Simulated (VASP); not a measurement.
# Ta (Im-3m) in VASP: notebook

Ta is run at these levels: BLYP; tasks: single point, relaxation of cell and atoms.

All numbers are computed with VASP 6.6.1; they aren't measurements. Logs are shortened: lines on timing, memory, paths and dates and some standing lists are left out, and cuts for length are marked.

## 1. The cell of the first run

It takes space group Im-3m (No. 229, cubic). Conventional cell: a = 3.356 Å, b = 3.356 Å, c = 3.356 Å, α = 90.00°, β = 90.00°, γ = 90.00°. Ta (site symmetry m-3m) has 14 Ta at 2.91 to 3.36 Å within 3.8 Å.

## 2. Single point, BLYP

INCAR reads:

```
AGGAC = 1.0
AGGAX = 1.0
ALDAC = 0.0
ALDAX = 1.0
ALGO = Normal
EDIFF = 1E-6
ENCUT = 520
GGA = B5
ISIF = 2
ISMEAR = -1
LASPH = True
LCHARG = True
LELF = True
LREAL = False
LVHAR = True
LWAVE = False
NBANDS = 12
NELM = 80
PREC = Accurate
SIGMA = 0.1
```

KPOINTS reads:

```
k-points
0
Gamma
  13 13 13
```

POSCAR reads:

```
Ta
1.0
   -1.6778374693      1.6778374693      1.6778374693
    1.6778374693     -1.6778374693      1.6778374693
    1.6778374693      1.6778374693     -1.6778374693
Ta
1
Direct
    0.0000000000      0.0000000000      0.0000000000
```

Potentials or basis: VASP PAW PBE potentials, release 64 (Ta_pv).

Command:

```bash
> cat potpaw_PBE.64/Ta_pv/POTCAR > POTCAR
> mpirun -np 1 vasp_std > vasp.out
```

OUTCAR:

```text
EDIFF = 1E-6
   ENCUT = 520
   GGA = B5
   ISIF = 2
   ISMEAR = -1
   LASPH = True
   LREAL = False
   NELM = 80
   PREC = Accurate

 ion  position               nearest neighbor table
   1  0.000  0.000  0.000-

  LATTYP: Found a body centered cubic cell.
 ALAT       =     3.3556749386

  Lattice vectors:

 A1 = (  -1.6778374693,   1.6778374693,   1.6778374693)
 A2 = (   1.6778374693,  -1.6778374693,   1.6778374693)
 A3 = (   1.6778374693,   1.6778374693,  -1.6778374693)

Analysis of symmetry for initial positions (statically):
=====================================================================
 Subroutine PRICEL returns:
 Original cell was already a primitive cell.

 Routine SETGRP: Setting up the symmetry group for a
 body centered cubic supercell.

 Subroutine GETGRP returns: Found 48 space group operations
 (whereof 48 operations were pure point group operations)
 out of a pool of 48 trial point group operations.

The static configuration has the point symmetry O_h .

Analysis of symmetry for dynamics (positions and initial velocities):
=====================================================================
 Subroutine PRICEL returns:
 Original cell was already a primitive cell.

 Routine SETGRP: Setting up the symmetry group for a
 body centered cubic supercell.

 Subroutine GETGRP returns: Found 48 space group operations
 (whereof 48 operations were pure point group operations)
 out of a pool of 48 trial point group operations.

The dynamic configuration has the point symmetry O_h .

 Subroutine INISYM returns: Found 48 space group operations
 (whereof 48 operations are pure point group operations),
 and found     1 'primitive' translations

----------------------------------------------------------------------------------------

                                     Primitive cell

  volume of cell :      18.8934

  direct lattice vectors                    reciprocal lattice vectors
    -1.677837469  1.677837469  1.677837469     0.000000000  0.298002643  0.298002643
     1.677837469 -1.677837469  1.677837469     0.298002643  0.000000000  0.298002643
     1.677837469  1.677837469 -1.677837469     0.298002643  0.298002643  0.000000000

  length of vectors
     2.906099744  2.906099744  2.906099744     0.421439379  0.421439379  0.421439379

  position of ions in fractional coordinates (direct lattice)
     0.000000000  0.000000000  0.000000000

  ion indices of the primitive-cell ions
   primitive index   ion index
                 1           1

----------------------------------------------------------------------------------------

 KPOINTS: k-points

Automatic generation of k-mesh.
 Grid dimensions read from file:
 generate k-points for:   13   13   13

 Generating k-lattice:

  Cartesian coordinates                     Fractional coordinates (reciprocal lattice)
     0.000000000  0.022923280  0.022923280     0.076923077  0.000000000  0.000000000
     0.022923280  0.000000000  0.022923280     0.000000000  0.076923077  0.000000000
     0.022923280  0.022923280  0.000000000     0.000000000  0.000000000  0.076923077

  Length of vectors
     0.032418414  0.032418414  0.032418414

  Shift w.r.t. Gamma in fractional coordinates (k-lattice)
     0.000000000  0.000000000  0.000000000

 Subroutine IBZKPT returns following result:
 ===========================================

 Found     84 irreducible k-points:

 Following reciprocal coordinates:
            Coordinates               Weight
  0.000000  0.000000  0.000000      1.000000
  0.076923  0.000000  0.000000     12.000000
  0.153846  0.000000  0.000000     12.000000
  0.230769  0.000000  0.000000     12.000000
  0.307692  0.000000  0.000000     12.000000
  0.384615  0.000000  0.000000     12.000000
[... 16 lines left out ...]
  0.153846  0.076923  0.076923     24.000000
  0.230769  0.076923  0.076923     24.000000
 [... further k-points ...]
   k-points           NKPTS =     84   k-points in BZ     NKDIM =     84   number of bands    NBANDS=     12
   number of dos      NEDOS =    301   number of ions     NIONS =      1
   total plane-waves  NPLWV =  13824
   dimension x,y,z NGX =    24 NGY =   24 NGZ =   24
   dimension x,y,z NGXF=    48 NGYF=   48 NGZF=   48
   ions per type =               1
   NGX,Y,Z   is equivalent  to a cutoff of  13.73, 13.73, 13.73 a.u.
   NGXF,Y,Z  is equivalent  to a cutoff of  27.46, 27.46, 27.46 a.u.
 SYSTEM =  unknown system
   PREC   = accura    normal or accurate (medium, high low for compatibility)
   ISTART =      0    job   : 0-new  1-cont  2-samecut
   ICHARG =      2    charge: 1-file 2-atom 10-const
   ISPIN  =      1    spin polarized calculation?
   LNONCOLLINEAR =      F non collinear calculations
   LSORBIT =      F    spin-orbit coupling
   LASPH  =      T    aspherical Exc in radial PAW
   ENCUT  =  520.0 eV  38.22 Ry    6.18 a.u.   5.40  5.40  5.40*2*pi/ulx,y,z
   NELM   =     80;   NELMIN=  2; NELMDL= -5     # of ELM steps
   EDIFF  = 0.1E-05   stopping-criterion for ELM
   LREAL  =      F    real-space projection
   EDIFFG = 0.1E-04   stopping-criterion for IOM
   NSW    =      0    number of steps for IOM
   IBRION =     -1    ionic relax: 0-MD 1-quasi-New 2-CG
   NFREE  =      0    steps in history (QN), initial steepest desc. (CG)
   ISIF   =      2    stress and relaxation
   ISYM   =      2    0-nonsym 1-usesym 2-fastsym
   POTIM  = 0.5000    time-step for ionic-motion
   TEBEG  =    0.0;   TEEND  =   0.0 temperature during run
   PSTRESS=    0.0 pullay stress
   NELECT =      11.0000    total number of electrons
   NUPDOWN=      -1.0000    fix difference up-down
   EMIN   =  10.00;   EMAX   =-10.00  energy-range for DOS
   EFERMI =   0.00;   METHOD = LEGACY
   ISMEAR =    -1;   SIGMA  =   0.10  broadening in eV -4-tet -1-fermi 0-gaus
   EFERMI_NEDOS =   21; number of points for ismear=-14 and -15
   IALGO  =     38    algorithm
   IMIX   =      4    mixing-type and parameters
     AMIX     =   0.40;   BMIX     =  1.00
     AMIX_MAG =   1.60;   BMIX_MAG =  1.00
  volume/ion in A,a.u.               =      18.89       127.50
  Fermi-wavevector in a.u.,A,eV,Ry     =   1.367002  2.583259 25.425135  1.868695
  Thomas-Fermi vector in A             =   2.493093
   LORBIT       =      0    0 simple, 1 ext, 2 COOP (PROOUT), +10 PAW based schemes
   GGA     = B5    functional components
   LHFCALC =     F    Hartree Fock is set to
   AEXX    =    0.0000 exact exchange contribution
   IVDW    =     0    specifies the selected vdW correction
   LEPSILON=     F    determine dielectric tensor
   LRPA    =     F    only Hartree local field effects (RPA)
 non-spin polarized calculation
  energy-cutoff  :      520.00
  volume of cell :       18.89
 maximum number of plane-waves:       531
 NGX is ok and might be reduce to    24
   NGX = 11   NGY = 11   NGZ = 11

 number of electron      10.9999998 magnetization

 Free energy of the ion-electron system (eV)
  ---------------------------------------------------
  ext. energy  EPLUGINS =         0.00000000
  ---------------------------------------------------
  free energy    TOTEN  =       -10.31955615 eV

  energy without entropy =      -10.27168573  energy(sigma->0) =      -10.29562094

 E-fermi :   5.6744     XC(G=0): -11.7605

 val. band max:        5.6660731999   @ k =  -0.3077   0.3077   0.1538
 cond. band min:       5.6842417811   @ k =   0.1538   0.0769   0.0000
 fundamental gap:      0.0181685811
 Fermi energy:         5.6744474945

 k-point     1 :       0.0000    0.0000    0.0000
  band No.  band energies     occupation
      1     -27.4623      2.00000
      2     -27.4623      2.00000
      3     -27.4623      2.00000
      4      -1.9078      2.00000
      5       6.2863      0.00439
      6       6.2863      0.00439
      7       6.2863      0.00439
      8       9.4054      0.00000
      9       9.4054      0.00000
     10      19.5965      0.00000
     11      20.6245      0.00000
     12      20.6245      0.00000

 k-point     2 :       0.0769    0.0000    0.0000
  band No.  band energies     occupation
      1     -27.5255      2.00000
      2     -27.4821      2.00000
      3     -27.4626      2.00000
      4      -1.6577      2.00000
      5       6.1318      0.02043
      6       6.2424      0.00681
      7       6.5297      0.00039
      8       9.1697      0.00000
      9       9.4082      0.00000
     10      19.5961      0.00000
     11      20.8349      0.00000
     12      21.0584      0.00000

 k-point     3 :       0.1538    0.0000    0.0000
  band No.  band energies     occupation
      1     -27.6973      2.00000
      2     -27.5365      2.00000
      3     -27.4633      2.00000
      4      -0.9560      2.00000
      5       5.7337      0.71207
      6       6.0314      0.05482
      7       7.2451      0.00000
      8       8.8129      0.00000
      9       9.4378      0.00000
     10      19.5948      0.00000
     11      21.2146      0.00000
     12      22.2870      0.00000
[... 286 lines left out ...]
 k-point    23 :       0.1538    0.0769    0.0769
  band No.  band energies     occupation
      1     -28.0102      2.00000
      2     -27.5870      2.00000
      3     -27.5121      2.00000
      4       0.4518      2.00000
      5       5.0401      1.99649
      6       5.1606      1.98833
      7       9.0348      0.00000
      8       9.3001      0.00000
      9       9.4818      0.00000
     10      19.5891      0.00000
     11      21.5015      0.00000
     12      22.1387      0.00000

 k-point    24 :       0.2308    0.0769    0.0769
  band No.  band energies     occupation
      1     -28.1959      2.00000
      2     -27.6880      2.00000
      3     -27.5176      2.00000
      4       1.4287      2.00000
      5       4.6100      1.99995
      6       5.0464      1.99626
      7       9.1943      0.00000
      8       9.7756      0.00000
      9      10.8398      0.00000
     10      19.5102      0.00000
     11      19.9671      0.00000
     12      20.1548      0.00000

 [... further k-points ...]

------------------------ aborting loop because EDIFF is reached ----------------------------------------

  FORCE on cell =-STRESS in cart. coord.  units (eV):
  Direction    XX          YY          ZZ          XY          YZ          ZX
  --------------------------------------------------------------------------------------
  -------------------------------------------------------------------------------------
  Total        0.1024524      0.1024524      0.1024524      0.0000000      0.0000000      0.0000000
  in kB        8.6880648      8.6880648      8.6880648      0.0000000      0.0000000      0.0000000
  external PRESSURE =       8.6880648 kB  Pullay stress =       0.0000000 kB

 VOLUME and BASIS-vectors are now :
 -----------------------------------------------------------------------------
  energy-cutoff  :      520.00
  volume of cell :       18.89
      direct lattice vectors                 reciprocal lattice vectors
    -1.677837469  1.677837469  1.677837469     0.000000000  0.298002643  0.298002643
     1.677837469 -1.677837469  1.677837469     0.298002643  0.000000000  0.298002643
     1.677837469  1.677837469 -1.677837469     0.298002643  0.298002643  0.000000000

 POSITION                                       TOTAL-FORCE (eV/Angst)
 -----------------------------------------------------------------------------------
      0.00000      0.00000      0.00000         0.000000      0.000000     -0.000000
 -----------------------------------------------------------------------------------
    total drift:                               -0.000000      0.000000      0.000000

  FREE ENERGIE OF THE ION-ELECTRON SYSTEM (eV)
  ---------------------------------------------------
  free  energy   TOTEN  =       -10.3195561486 eV

  energy  without entropy=      -10.2716857310  energy(sigma->0) =      -10.29562094
```

Run time: 21 s. Hardware: 1 thread of Intel Xeon 8259CL, shared host; peak memory 0.15 GiB.

What came out:

- Free energy: -10.3196 eV
- Pressure: 0.9 GPa

Caveat: the PAW data sets were made with another functional, which shifts forces and pressure a little; spin-orbit coupling is left out, which moves the levels of the heavy elements.

## 3. Relaxation of cell and atoms, BLYP

This run uses another cell than the first one, of 18.06 Å³/atom, 0.956 times its volume.

INCAR reads:

```
  PREC = Accurate
  ENCUT = 600
  EDIFF = 1E-6
  ISMEAR = -1
  SIGMA = 0.1
  LREAL = False
  LASPH = True
  NELM = 60
  ALGO = Normal
  ISIF = 3
  LWAVE = False
  LCHARG = False
  GGA = B5
  ALDAX = 1.0
  AGGAX = 1.0
  AGGAC = 1.0
  ALDAC = 0.0
  IBRION = 2
  NSW = 80
  EDIFFG = -0.01
```

KPOINTS reads:

```
Automatic mesh
0
Gamma
  13 13 13
```

POSCAR reads:

```
Ta
1.0
   -1.6529000000      1.6529000000      1.6529000000
    1.6529000000     -1.6529000000      1.6529000000
    1.6529000000      1.6529000000     -1.6529000000
Ta
1
Direct
    0.0000000000      0.0000000000      0.0000000000
```

Potentials or basis: VASP PAW PBE potentials, release 64 (Ta_pv).

Command:

```bash
> cat potpaw_PBE.64/Ta_pv/POTCAR > POTCAR
> mpirun -np 1 vasp_std > vasp.out
```

It took 64 s on 1 thread of Intel Xeon 8259CL, shared host; peak memory 0.17 GiB.

The run converged. Its results:

| Property | Result |
| --- | --- |
| Free energy | -10.3195 eV |
| Relaxed volume | 18.99 Å³/atom |
| Relaxed cell | a = 2.911 Å, b = 2.911 Å, c = 2.911 Å, α = 109.47°, β = 109.47°, γ = 109.47° |
| Space group after relaxing (to 0.05 Å) | Im-3m (No. 229) |
| Energy gained by relaxing | 27.3 meV/atom |
| Ionic steps | 4 |
| Pressure after relaxing | 0.0 GPa |

The path:
```csv
step,energy change (eV),largest force (eV/Å),pressure (GPa),volume (Å³)
1,0.0000,0.0000,9.89,18.06
2,0.0885,0.0000,-15.76,21.14
3,-0.0273,0.0000,-0.32,19.02
4,-0.0273,0.0000,-0.02,18.99
```

Final structure:
```
Ta
1.0
    -1.68058    1.68058    1.68058
     1.68058   -1.68058    1.68058
     1.68058    1.68058   -1.68058
Ta
1
Direct
  0.00000 0.00000 0.00000
```

Levels at points of the mesh, in eV from the Fermi level:
```
           k point  band 4  band 5  band 6  band 7  band 8  band 9
(0.00, 0.00, 0.00)   -7.56    0.61    0.61    0.61    3.71    3.71
```

Caveat: the PAW data sets were made with another functional, which shifts forces and pressure a little; spin-orbit coupling is left out, which moves the levels of the heavy elements. BLYP gives volumes clearly too large for solids.

## 4. Single point, BLYP (volume scaled by 0.88)

INCAR reads:

```
SYSTEM = Ta
AGGAC = 1.0
AGGAX = 1.0
ALDAC = 0.0
ALDAX = 1.0
ALGO = Normal
EDIFF = 1E-7
ENCUT = 520
GGA = B5
ISIF = 2
ISMEAR = -1
LASPH = .True.
LCHARG = .False.
LREAL = .False.
LWAVE = .False.
NBANDS = 12
NELM = 100
PREC = Accurate
SIGMA = 0.1
```

KPOINTS reads:

```
k-points
0
Gamma
  22 22 22
  0 0 0
```

POSCAR reads:

```
Ta
1.0
   -1.6078447534      1.6078447534      1.6078447534
    1.6078447534     -1.6078447534      1.6078447534
    1.6078447534      1.6078447534     -1.6078447534
Ta
1
Direct
    0.0000000000      0.0000000000      0.0000000000
```

Command:

```bash
> cat potpaw_PBE.64/Ta_pv/POTCAR > POTCAR
> mpirun -np 1 vasp_std > vasp.out
```

Run time: 83 s. Hardware: 1 thread of Intel Xeon 8259CL, shared host; peak memory 0.19 GiB.

Results (log left out):

```yaml
Free_energy: -10.1182 eV
Pressure: 30.6 GPa
```

Levels at points of the mesh, in eV from the Fermi level:
| k point | band 4 | band 5 | band 6 | band 7 | band 8 | band 9 |
| --- | --- | --- | --- | --- | --- | --- |
| (0.00, 0.00, 0.00) | -8.06 | 0.60 | 0.60 | 0.60 | 4.17 | 4.17 |
| (0.50, 0.00, 0.00) | -4.73 | -1.88 | 2.25 | 4.10 | 5.19 | 8.43 |
| (0.50, 0.50, 0.50) | -4.32 | -4.32 | 7.34 | 7.34 | 7.34 | 9.62 |

Caveat: the cell differs from its parent crystal (volume scaled by 0.88); the PAW data sets were made with another functional, which shifts forces and pressure a little; spin-orbit coupling is left out, which moves the levels of the heavy elements.

## 5. Single point, BLYP (volume scaled by 0.92)

INCAR reads:

```
  PREC = Accurate
  ENCUT = 520
  EDIFF = 1E-6
  ISMEAR = -1
  SIGMA = 0.1
  LREAL = F
  LASPH = T
  NELM = 80
  ALGO = Normal
  ISIF = 2
  LWAVE = F
  LCHARG = T
  GGA = B5
  ALDAX = 1.0
  AGGAX = 1.0
  AGGAC = 1.0
  ALDAC = 0.0
  LELF = T
  LVHAR = T
  NBANDS = 12
```

KPOINTS reads:

```
regular mesh
0
Gamma
  22 22 22
```

POSCAR reads:

```
Ta
1.0
   -1.6318459748      1.6318459748      1.6318459748
    1.6318459748     -1.6318459748      1.6318459748
    1.6318459748      1.6318459748     -1.6318459748
Ta
1
Direct
    0.0000000000      0.0000000000      0.0000000000
```

Command:

```bash
> cat potpaw_PBE.64/Ta_pv/POTCAR > POTCAR
> mpirun -np 1 vasp_std > vasp.out
```

Wall time 79 s (1 thread of Intel Xeon 8259CL, shared host); peak memory 0.19 GiB.

Results (log left out):

- Free energy: -10.2333 eV
- Pressure: 18.6 GPa

Levels at points of the mesh, in eV from the Fermi level:
```
           k point  band 2  band 3  band 4  band 5  band 6  band 7  band 8  band 9  band 10  band 11
(0.00, 0.00, 0.00)  -32.83  -32.83   -7.90    0.60    0.60    0.60    4.02    4.02    14.19    15.33
(0.50, 0.00, 0.00)  -33.26  -32.84   -4.52   -1.74    2.01    3.91    4.95    7.98    12.22    12.30
(0.50, 0.50, 0.50)  -33.76  -33.76   -4.03   -4.03    6.97    6.97    6.97    9.18     9.18     9.18
```

Caveat: the cell differs from its parent crystal (volume scaled by 0.92); the PAW data sets were made with another functional, which shifts forces and pressure a little; spin-orbit coupling is left out, which moves the levels of the heavy elements.

## 6. Summary

```tsv
task	cell	k mesh	cutoff (eV)	gap on the mesh (eV)	pressure (GPa)
single point	a = 2.906 Å, angles 109.5°, 1 atom	13 × 13 × 13	520	none	0.9
relaxation of cell and atoms	relaxed from a = 2.863 Å, angles 109.5°, 1 atom	13 × 13 × 13	600	none	0.0
single point	a = 2.785 Å, angles 109.5°, 1 atom	22 × 22 × 22	520	none	30.6
single point	a = 2.826 Å, angles 109.5°, 1 atom	22 × 22 × 22	520	none	18.6
```

Alike in all rows: level BLYP; potentials or basis VASP PAW PBE potentials, release 64 (Ta_pv); no spin polarisation; smearing fermi-dirac 0.1 eV.

Caveats: the PAW data sets were made with another functional, which shifts forces and pressure a little; spin-orbit coupling is left out, which moves the levels of the heavy elements.

Absolute energies hang on the potentials; compare differences alone.
